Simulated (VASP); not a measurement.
## Ba: single point with PBE

Ba:

```
Ba
1.0
    -2.49375    2.49375    2.50000
     2.49375   -2.49375    2.50000
     2.50625    2.50625   -2.50000
Ba
1
Direct
  0.00000 0.00000 0.00000
```

This cell differs from its parent crystal: strain +0.0050 x Voigt [0, 0, 0, 0, 0, 1].

* Program: VASP 6.6.1
* Task: single point
* Functional: PBE
* Potentials or basis: VASP PAW PBE potentials, release 64 (Ba_sv)
* Cutoff: 520 eV
* k mesh: 14 × 14 × 14
* Occupations: gaussian, width 0.15 eV
* Spin: no spin polarisation

```
Pressure               : 0.2 GPa
Band gap on the k mesh : zero (bands 5 and 6 overlap by 0.98 eV)
```

Stress tensor (GPa, compression positive):
```
 0.17 -0.05  0.00
-0.05  0.17  0.00
 0.00  0.00  0.17
```

Levels at points of the mesh, in eV from the Fermi level:
```tsv
k point	band 3	band 4	band 5	band 6	band 7	band 8
(0.00, 0.00, 0.00)	-13.81	-13.81	-2.75	1.83	1.84	1.86
(0.50, 0.00, 0.00)	-13.96	-13.81	-0.89	0.69	1.28	3.23
(0.50, 0.50, 0.00)	-13.97	-13.82	-0.89	0.70	1.29	3.21
(0.00, 0.00, 0.50)	-13.96	-13.81	-0.90	0.69	1.26	3.24
(0.50, 0.50, 0.50)	-14.14	-14.13	-0.55	-0.55	4.39	4.40
```

Run time: 3.9 min on 1 thread of Oxide Virtual Turin-like Processor (shared host), peak memory 0.37 GiB.

Caveat: the cell differs from its parent crystal (strain +0.0050 x Voigt [0, 0, 0, 0, 0, 1]); spin-orbit coupling is left out, which moves the levels of the heavy elements.
